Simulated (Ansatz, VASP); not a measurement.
## C in VASP and in Ansatz

```
C
1.0
     2.45801   -0.18435    0.00000
    -1.38866    2.22087    0.00000
     0.00000    0.00000    6.92551
C
4
Direct
  0.00000 0.00000 0.00250
  0.00000 0.00000 0.50250
  0.33333 0.66667 0.00250
  0.66667 0.33333 0.50250
```

Change from the starting cell: engineering shear strain xy -0.1500, normal strain along z +0.0525.

Alike in both runs: task single point; functional PBEsol; dispersion D3(BJ); k mesh 18 × 18 × 6; occupations gaussian, width 0.15 eV; no spin polarisation.

```csv
,VASP,Ansatz
version,VASP 6.6.1,Ansatz 0.2.0
potentials or method,"VASP PAW PBE potentials, release 64 (C), cutoff 520 eV","scalar-relativistic, plane waves, PAW"
valence electrons in the cell,16,16
```

|  | VASP | Ansatz | Ansatz less VASP |
| --- | --- | --- | --- |
| gap on the k mesh at the Fermi level (eV) | 0.24 | 0.23 | -0.002 |
| least direct gap on the mesh (eV) | 0.24 | 0.24 | -0.002 |
| pressure (GPa) | 9.0 | 8.3 | -0.71 |
| traceless stress, the component that is largest in VASP (GPa) | 68.47 | 68.23 | -0.237 |
| rms of the force components (eV/Å) | 1.258 | 1.236 | -0.0219 |

VASP's potentials were made for PBE, not for PBEsol, and Ansatz warns of the same on its side. Atom by atom the forces differ by 0.024 eV/Å (rms over components).
